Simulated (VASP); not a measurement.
# Ga (Cmcm) in VASP: notebook

Ga is run at these levels: PBE; tasks: single point.

All numbers are computed with VASP 6.6.1; they aren't measurements. Logs are shortened: lines on timing, memory, paths and dates and some standing lists are left out, and cuts for length are marked.

## (1) The cell of the first run

It takes space group Cmcm (No. 63, orthorhombic). The conventional cell has a = 2.841 Å, b = 7.964 Å, c = 3.105 Å, α = 90.00°, β = 90.00°, γ = 90.00°. Ga (site symmetry m2m) has 10 Ga at 2.63 to 3.11 Å within 3.5 Å.

## (2) Single point, PBE (volume scaled by 0.94)

The input, INCAR:

```
SYSTEM = Ga
PREC = Accurate
ENCUT = 520
EDIFF = 1E-6
ISMEAR = -1
SIGMA = 0.08
LREAL = .FALSE.
LASPH = .TRUE.
NELM = 100
ALGO = Normal
ISIF = 2
LWAVE = .FALSE.
LCHARG = .FALSE.
GGA = PE
NBANDS = 20
```

The input, KPOINTS:

```
Automatic mesh
0
G
  12 12 10
  0 0 0
```

The input, POSCAR:

```
Ga
1.0
    1.4203998576     -3.9820175319      0.0000000000
    1.4203998576      3.9820175319      0.0000000000
    0.0000000000      0.0000000000      3.1052879646
Ga
2
Direct
    0.8670000000      0.1330000000      0.2500000000
    0.1330000000      0.8670000000      0.7500000000
```

Potentials or basis: VASP PAW PBE potentials, release 64 (Ga_d).

Started as:

```sh
> cat potpaw_PBE.64/Ga_d/POTCAR > POTCAR
> mpirun -np 1 vasp_std > vasp.out
```

OUTCAR:

```text
SYSTEM = Ga
   PREC = Accurate
   ENCUT = 520
   EDIFF = 1E-6
   ISMEAR = -1
   LREAL = .FALSE.
   LASPH = .TRUE.
   NELM = 100
   ISIF = 2
   GGA = PE

 ion  position               nearest neighbor table
   1  0.867  0.133  0.250-   2 2.63   2 2.63   2 2.81   2 2.81   2 2.81   2 2.81
   2  0.133  0.867  0.750-   1 2.63   1 2.63   1 2.81   1 2.81   1 2.81   1 2.81

  LATTYP: Found a base centered orthorhombic cell.
 ALAT       =     2.8407997152
 B/A-ratio  =     2.8034482759
 C/A-ratio  =     1.0931034483

  Lattice vectors:

 A1 = (   1.4203998576,  -3.9820175319,   0.0000000000)
 A2 = (   1.4203998576,   3.9820175319,   0.0000000000)
 A3 = (   0.0000000000,   0.0000000000,   3.1052879646)

Analysis of symmetry for initial positions (statically):
=====================================================================
 Subroutine PRICEL returns:
 Original cell was already a primitive cell.

 Routine SETGRP: Setting up the symmetry group for a
 base centered orthorhombic supercell.

 Subroutine GETGRP returns: Found  8 space group operations
 (whereof  4 operations were pure point group operations)
 out of a pool of  8 trial point group operations.

The static configuration has the point symmetry C_2h.
 The point group associated with its full space group is D_2h.

Analysis of symmetry for dynamics (positions and initial velocities):
=====================================================================
 Subroutine PRICEL returns:
 Original cell was already a primitive cell.

 Routine SETGRP: Setting up the symmetry group for a
 base centered orthorhombic supercell.

 Subroutine GETGRP returns: Found  8 space group operations
 (whereof  4 operations were pure point group operations)
 out of a pool of  8 trial point group operations.

The dynamic configuration has the point symmetry C_2h.
 The point group associated with its full space group is D_2h.

 Subroutine INISYM returns: Found  8 space group operations
 (whereof  4 operations are pure point group operations),
 and found     1 'primitive' translations

----------------------------------------------------------------------------------------

                                     Primitive cell

  volume of cell :      35.1274

  direct lattice vectors                    reciprocal lattice vectors
     1.420399858 -3.982017532  0.000000000     0.352013553 -0.125564490  0.000000000
     1.420399858  3.982017532  0.000000000     0.352013553  0.125564490  0.000000000
     0.000000000  0.000000000  3.105287965     0.000000000  0.000000000  0.322031326

  length of vectors
     4.227765294  4.227765294  3.105287965     0.373737852  0.373737852  0.322031326

  position of ions in fractional coordinates (direct lattice)
     0.867000000  0.133000000  0.250000000
     0.133000000  0.867000000  0.750000000

  ion indices of the primitive-cell ions
   primitive index   ion index
                 1           1
                 2           2

----------------------------------------------------------------------------------------

 KPOINTS: Automatic mesh

Automatic generation of k-mesh.
 Grid dimensions read from file:
 generate k-points for:   12   12   10

 Generating k-lattice:

  Cartesian coordinates                     Fractional coordinates (reciprocal lattice)
     0.029334463 -0.010463707  0.000000000     0.083333333  0.000000000  0.000000000
     0.029334463  0.010463707  0.000000000     0.000000000  0.083333333  0.000000000
     0.000000000  0.000000000  0.032203133     0.000000000  0.000000000  0.100000000

  Length of vectors
     0.031144821  0.031144821  0.032203133

  Shift w.r.t. Gamma in fractional coordinates (k-lattice)
     0.000000000  0.000000000  0.000000000

 Subroutine IBZKPT returns following result:
 ===========================================

 Found    258 irreducible k-points:

 Following reciprocal coordinates:
            Coordinates               Weight
  0.000000  0.000000  0.000000      1.000000
  0.083333 -0.000000  0.000000      4.000000
  0.166667 -0.000000  0.000000      4.000000
  0.250000 -0.000000  0.000000      4.000000
  0.333333 -0.000000  0.000000      4.000000
  0.416667 -0.000000  0.000000      4.000000
[... 16 lines left out ...]
  0.500000  0.166667  0.000000      4.000000
 -0.416667  0.166667  0.000000      4.000000
 [... further k-points ...]
   k-points           NKPTS =    258   k-points in BZ     NKDIM =    258   number of bands    NBANDS=     20
   number of dos      NEDOS =    301   number of ions     NIONS =      2
   total plane-waves  NPLWV =  24576
   dimension x,y,z NGX =    32 NGY =   32 NGZ =   24
   dimension x,y,z NGXF=    64 NGYF=   64 NGZF=   48
   ions per type =               2
   NGX,Y,Z   is equivalent  to a cutoff of  12.58, 12.58, 12.85 a.u.
   NGXF,Y,Z  is equivalent  to a cutoff of  25.17, 25.17, 25.70 a.u.
 SYSTEM =  Ga
   PREC   = accura    normal or accurate (medium, high low for compatibility)
   ISTART =      0    job   : 0-new  1-cont  2-samecut
   ICHARG =      2    charge: 1-file 2-atom 10-const
   ISPIN  =      1    spin polarized calculation?
   LNONCOLLINEAR =      F non collinear calculations
   LSORBIT =      F    spin-orbit coupling
   LASPH  =      T    aspherical Exc in radial PAW
   ENCUT  =  520.0 eV  38.22 Ry    6.18 a.u.   7.86  7.86  5.77*2*pi/ulx,y,z
   NELM   =    100;   NELMIN=  2; NELMDL= -5     # of ELM steps
   EDIFF  = 0.1E-05   stopping-criterion for ELM
   LREAL  =      F    real-space projection
   EDIFFG = 0.1E-04   stopping-criterion for IOM
   NSW    =      0    number of steps for IOM
   IBRION =     -1    ionic relax: 0-MD 1-quasi-New 2-CG
   NFREE  =      0    steps in history (QN), initial steepest desc. (CG)
   ISIF   =      2    stress and relaxation
   ISYM   =      2    0-nonsym 1-usesym 2-fastsym
   POTIM  = 0.5000    time-step for ionic-motion
   TEBEG  =    0.0;   TEEND  =   0.0 temperature during run
   PSTRESS=    0.0 pullay stress
   NELECT =      26.0000    total number of electrons
   NUPDOWN=      -1.0000    fix difference up-down
   EMIN   =  10.00;   EMAX   =-10.00  energy-range for DOS
   EFERMI =   0.00;   METHOD = LEGACY
   ISMEAR =    -1;   SIGMA  =   0.08  broadening in eV -4-tet -1-fermi 0-gaus
   EFERMI_NEDOS =   21; number of points for ismear=-14 and -15
   IALGO  =     38    algorithm
   IMIX   =      4    mixing-type and parameters
     AMIX     =   0.40;   BMIX     =  1.00
     AMIX_MAG =   1.60;   BMIX_MAG =  1.00
  volume/ion in A,a.u.               =      17.56       118.53
  Fermi-wavevector in a.u.,A,eV,Ry     =   1.480872  2.798441 29.837312  2.192981
  Thomas-Fermi vector in A             =   2.594852
   LORBIT       =      0    0 simple, 1 ext, 2 COOP (PROOUT), +10 PAW based schemes
   GGA     = PE    functional components
[... 5 lines left out ...]
 non-spin polarized calculation
  energy-cutoff  :      520.00
  volume of cell :       35.13
 maximum number of plane-waves:       972
   NGX = 15   NGY = 15   NGZ = 11

 number of electron      25.9999992 magnetization

 Free energy of the ion-electron system (eV)
  ---------------------------------------------------
  ext. energy  EPLUGINS =         0.00000000
  ---------------------------------------------------
  free energy    TOTEN  =        -5.70899789 eV

  energy without entropy =       -5.69273959  energy(sigma->0) =       -5.70086874

 E-fermi :   6.3041     XC(G=0): -11.3325

 val. band max:        6.2858938095   @ k =  -0.4167   0.1667   0.1000
 cond. band min:       6.3071862634   @ k =   0.3333   0.2500   0.4000
 fundamental gap:      0.0212924538
 Fermi energy:         6.3040597217

 k-point     1 :       0.0000    0.0000    0.0000
  band No.  band energies     occupation
      1      -9.0586      2.00000
      2      -9.0223      2.00000
      3      -8.9428      2.00000
      4      -8.9333      2.00000
      5      -8.7060      2.00000
      6      -8.6859      2.00000
[... 12 lines left out ...]
     19      18.1234      0.00000
     20      18.3550      0.00000

 k-point     2 :       0.0833   -0.0000    0.0000
  band No.  band energies     occupation
      1      -9.0504      2.00000
      2      -9.0171      2.00000
      3      -8.9413      2.00000
      4      -8.9004      2.00000
      5      -8.7154      2.00000
      6      -8.6960      2.00000
[... 12 lines left out ...]
     19      18.6182      0.00000
     20      19.8430      0.00000

 k-point     3 :       0.1667   -0.0000    0.0000
  band No.  band energies     occupation
      1      -9.0284      2.00000
      2      -9.0032      2.00000
      3      -8.9180      2.00000
      4      -8.8395      2.00000
      5      -8.7378      2.00000
      6      -8.7244      2.00000
[... 12 lines left out ...]
     19      19.1003      0.00000
     20      22.2870      0.00000

 k-point     4 :       0.2500   -0.0000    0.0000
  band No.  band energies     occupation
      1      -8.9990      2.00000
      2      -8.9849      2.00000
      3      -8.8887      2.00000
      4      -8.8264      2.00000
      5      -8.7650      2.00000
      6      -8.7085      2.00000
[... 12 lines left out ...]
     19      19.2571      0.00000
     20      22.1852      0.00000

 k-point     5 :       0.3333   -0.0000    0.0000
  band No.  band energies     occupation
      1      -8.9736      2.00000
      2      -8.9675      2.00000
      3      -8.8779      2.00000
      4      -8.8533      2.00000
      5      -8.8078      2.00000
      6      -8.6883      2.00000
[... 12 lines left out ...]
     19      19.1479      0.00000
     20      20.1852      0.00000
[... 353 lines left out ...]
      6      -8.7214      2.00000
[... 12 lines left out ...]
     19      17.7699      0.00000
     20      19.0064      0.00000

 k-point    22 :       0.4167    0.1667    0.0000
  band No.  band energies     occupation
      1      -8.9711      2.00000
      2      -8.9470      2.00000
      3      -8.8997      2.00000
      4      -8.8231      2.00000
      5      -8.8075      2.00000
      6      -8.7256      2.00000
[... 12 lines left out ...]
     19      17.6261      0.00000
     20      18.6834      0.00000

 k-point    23 :       0.5000    0.1667    0.0000
  band No.  band energies     occupation
      1      -8.9619      2.00000
      2      -8.9311      2.00000
      3      -8.8968      2.00000
      4      -8.8331      2.00000
      5      -8.8176      2.00000
      6      -8.7322      2.00000
[... 12 lines left out ...]
     19      16.6935      0.00000
     20      18.0856      0.00000

 k-point    24 :      -0.4167    0.1667    0.0000
  band No.  band energies     occupation
      1      -8.9668      2.00000
      2      -8.9309      2.00000
      3      -8.9202      2.00000
      4      -8.8400      2.00000
      5      -8.7921      2.00000
      6      -8.7293      2.00000
[... 12 lines left out ...]
     19      17.5321      0.00000
     20      19.4553      0.00000

 [... further k-points ...]
[... 5 lines left out ...]
  --------------------------------------------------------------------------------------
  -------------------------------------------------------------------------------------
  Total        0.5871222      1.5190415      1.5613733      0.0000000      0.0000000      0.0000000
  in kB       26.7789430     69.2842554     71.2150287      0.0000000      0.0000000      0.0000000
  external PRESSURE =      55.7594090 kB  Pullay stress =       0.0000000 kB

 VOLUME and BASIS-vectors are now :
 -----------------------------------------------------------------------------
  energy-cutoff  :      520.00
  volume of cell :       35.13
      direct lattice vectors                 reciprocal lattice vectors
     1.420399858 -3.982017532  0.000000000     0.352013553 -0.125564490  0.000000000
     1.420399858  3.982017532  0.000000000     0.352013553  0.125564490  0.000000000
     0.000000000  0.000000000  3.105287965     0.000000000  0.000000000  0.322031326

 POSITION                                       TOTAL-FORCE (eV/Angst)
 -----------------------------------------------------------------------------------
      1.42040     -2.92280      0.77632         0.000000      0.229381      0.000000
      1.42040      2.92280      2.32897         0.000000     -0.229381     -0.000000
 -----------------------------------------------------------------------------------
    total drift:                                0.000000      0.000000     -0.000000

  FREE ENERGIE OF THE ION-ELECTRON SYSTEM (eV)
  ---------------------------------------------------
  free  energy   TOTEN  =        -5.7089978882 eV

  energy  without entropy=       -5.6927395898  energy(sigma->0) =       -5.70086874
```

It took 2.8 min on 1 thread of Intel Xeon Platinum 8259CL at 2.50GHz (Skylake/Cascade Lake), shared host; peak memory 0.27 GiB.

What came out:

- Free energy: -5.7090 eV
- Pressure: 5.6 GPa
- Largest force: 0.229 eV/Å
- Band gap on the k mesh: zero (band 13 reaches 11.60 eV, above the bottom of band 14 at 1.72 eV)

Forces on the atoms (eV/Å):
```
Ga   0.000  0.229  0.000
Ga   0.000 -0.229  0.000
```

Stress tensor (GPa, compression positive):
```
2.68 0.00 0.00
0.00 6.93 0.00
0.00 0.00 7.12
```

## (3) Single point, PBE (volume scaled by 0.96)

The input, INCAR:

```
PREC = Accurate ; ENCUT = 520
EDIFF = 1E-7 ; ISMEAR = -1
SIGMA = 0.08 ; LREAL = F
LASPH = T ; NELM = 80
ALGO = Normal ; ISIF = 2
LWAVE = F ; LCHARG = F
GGA = PE ; NBANDS = 20
```

The input, KPOINTS:

```
Automatic mesh
0
Gamma
  12 12 10
```

The input, POSCAR:

```
Ga
1.0
    1.4304030031     -4.0100608329      0.0000000000
    1.4304030031      4.0100608329      0.0000000000
    0.0000000000      0.0000000000      3.1271569102
Ga
2
Direct
    0.8670000000      0.1330000000      0.2500000000
    0.1330000000      0.8670000000      0.7500000000
```

Potentials or basis: VASP PAW PBE potentials, release 64 (Ga_d).

Started as:

```sh
> cat potpaw_PBE.64/Ga_d/POTCAR > POTCAR
> mpirun -np 1 vasp_std > vasp.out
```

OUTCAR:

```text
PREC = Accurate
   ENCUT = 520
   EDIFF = 1E-7
   ISMEAR = -1
   LREAL = F
   LASPH = T
   NELM = 80
   ISIF = 2
   GGA = PE

 ion  position               nearest neighbor table
   1  0.867  0.133  0.250-   2 2.64   2 2.64   2 2.83   2 2.83   2 2.83   2 2.83
   2  0.133  0.867  0.750-   1 2.64   1 2.64   1 2.83   1 2.83   1 2.83   1 2.83

  LATTYP: Found a base centered orthorhombic cell.
 ALAT       =     2.8608060062
 B/A-ratio  =     2.8034482759
 C/A-ratio  =     1.0931034483
[... 191 lines left out ...]
      1      -9.2265      2.00000
      2      -9.1944      2.00000
      3      -9.1187      2.00000
      4      -9.1072      2.00000
      5      -8.8932      2.00000
      6      -8.8751      2.00000
[... 541 lines left out ...]
     19      17.1313      0.00000
     20      19.0563      0.00000

 [... further k-points ...]
[... 5 lines left out ...]
  --------------------------------------------------------------------------------------
  -------------------------------------------------------------------------------------
  Total        0.3347266      1.2487162      1.2546834      0.0000000      0.0000000      0.0000000
  in kB       14.9489885     55.7680269     56.0345261      0.0000000      0.0000000      0.0000000
  external PRESSURE =      42.2505138 kB  Pullay stress =       0.0000000 kB

 VOLUME and BASIS-vectors are now :
 -----------------------------------------------------------------------------
  energy-cutoff  :      520.00
  volume of cell :       35.87
      direct lattice vectors                 reciprocal lattice vectors
     1.430403003 -4.010060833  0.000000000     0.349551839 -0.124686388  0.000000000
     1.430403003  4.010060833  0.000000000     0.349551839  0.124686388  0.000000000
     0.000000000  0.000000000  3.127156910     0.000000000  0.000000000  0.319779285

 POSITION                                       TOTAL-FORCE (eV/Angst)
 -----------------------------------------------------------------------------------
      1.43040     -2.94338      0.78179         0.000000      0.218285     -0.000000
      1.43040      2.94338      2.34537         0.000000     -0.218285      0.000000
 -----------------------------------------------------------------------------------
    total drift:                                0.000000      0.000000     -0.000000

  FREE ENERGIE OF THE ION-ELECTRON SYSTEM (eV)
  ---------------------------------------------------
  free  energy   TOTEN  =        -5.7321539485 eV

  energy  without entropy=       -5.7157057779  energy(sigma->0) =       -5.72392986
```

Wall time 3.6 min (1 thread of Intel Xeon Platinum 8259CL at 2.50GHz (Skylake/Cascade Lake), shared host); peak memory 0.27 GiB.

Results:

```
Free energy            : -5.7322 eV
Pressure               : 4.2 GPa
Largest force          : 0.218 eV/Å
Band gap on the k mesh : zero (band 13 reaches 11.32 eV, above the bottom of band 14 at 1.61 eV)
```

Forces in eV/Å, atoms in the order of the input:
```
Ga   0.000  0.218  0.000
Ga   0.000 -0.218  0.000
```

Stress tensor (GPa, compression positive):
```
1.49 0.00 0.00
0.00 5.58 0.00
0.00 0.00 5.60
```

## (4) Single point, PBE (volume scaled by 0.98)

The input, INCAR:

```
SYSTEM = Ga
ALGO     = Normal         ! electronic algorithm
EDIFF    = 1E-6           ! SCF threshold, eV
ENCUT    = 520            ! plane-wave cutoff, eV
GGA      = PE             ! functional
ISIF     = 2              ! what is computed and relaxed
ISMEAR   = -1             ! smearing method
LASPH    = .TRUE.         ! aspherical terms in the spheres
LCHARG   = .FALSE.        ! write CHGCAR
LREAL    = .FALSE.        ! projectors in reciprocal space
LWAVE    = .FALSE.        ! write WAVECAR
NBANDS   = 20             ! bands
NELM     = 100            ! most SCF steps
PREC     = Accurate       ! precision mode
SIGMA    = 0.08           ! smearing width, eV
```

The input, KPOINTS:

```
k-points
0
G
  12 12 10
  0 0 0
```

The input, POSCAR:

```
Ga
1.0
    1.4402681632     -4.0377172988      0.0000000000
    1.4402681632      4.0377172988      0.0000000000
    0.0000000000      0.0000000000      3.1487241912
Ga
2
Direct
    0.8670000000      0.1330000000      0.2500000000
    0.1330000000      0.8670000000      0.7500000000
```

Started as:

```sh
> cat potpaw_PBE.64/Ga_d/POTCAR > POTCAR
> mpirun -np 1 vasp_std > vasp.out
```

Run time: 2.8 min. Hardware: 1 thread of Intel Xeon Platinum 8259CL at 2.50GHz (Skylake/Cascade Lake), shared host; peak memory 0.28 GiB.

The run converged. Its results:

| Item | Value |
| --- | --- |
| Free energy | -5.7488 eV |
| Pressure | 2.8 GPa |
| Largest force | 0.207 eV/Å |
| Band gap on the k mesh | zero (band 13 reaches 11.05 eV, above the bottom of band 14 at 1.51 eV) |

Forces in eV/Å, atoms in the order of the input:
```
Ga   0.000  0.207  0.000
Ga   0.000 -0.207  0.000
```

Stress tensor (GPa, compression positive):
```
0.24 0.00 0.00
0.00 4.12 0.00
0.00 0.00 4.01
```

Levels at points of the mesh, in eV from the Fermi level:
| k point | band 9 | band 10 | band 11 | band 12 | band 13 | band 14 | band 15 | band 16 | band 17 | band 18 |
| --- | --- | --- | --- | --- | --- | --- | --- | --- | --- | --- |
| (0.00, 0.00, 0.00) | -14.89 | -14.72 | -11.43 | -2.37 | -1.56 | 2.89 | 6.61 | 7.92 | 8.86 | 10.60 |
| (0.50, 0.00, 0.00) | -14.79 | -14.78 | -6.80 | -5.54 | -1.85 | -0.44 | 6.58 | 6.81 | 9.03 | 9.43 |
| (0.50, 0.50, 0.00) | -14.84 | -14.79 | -9.37 | -8.73 | 5.17 | 5.84 | 5.91 | 7.19 | 7.31 | 9.48 |
| (0.00, 0.00, 0.50) | -14.81 | -14.81 | -7.54 | -7.54 | 1.84 | 1.84 | 2.52 | 2.52 | 10.50 | 10.50 |
| (0.50, 0.00, 0.50) | -14.77 | -14.77 | -3.09 | -3.09 | -1.65 | -1.65 | 1.85 | 1.85 | 4.25 | 4.25 |
| (0.50, 0.50, 0.50) | -14.86 | -14.86 | -5.66 | -5.66 | -4.37 | -4.37 | 9.72 | 9.72 | 11.58 | 11.58 |

## (5) Overview

```tsv
cell	gap on the mesh (eV)	pressure (GPa)	largest force (eV/Å)
a = 4.228, b = 4.228, c = 3.105 Å, angles 90.0, 90.0, 140.7°, 2 atoms	none	5.6	0.23
a = 4.258, b = 4.258, c = 3.127 Å, angles 90.0, 90.0, 140.7°, 2 atoms	none	4.2	0.22
a = 4.287, b = 4.287, c = 3.149 Å, angles 90.0, 90.0, 140.7°, 2 atoms	none	2.8	0.21
```

Alike in all rows: task single point; level PBE; potentials or basis VASP PAW PBE potentials, release 64 (Ga_d); no spin polarisation; k mesh 12 × 12 × 10; cutoff (eV) 520; smearing fermi-dirac 0.08 eV.

Absolute energies hang on the potentials; compare differences alone.
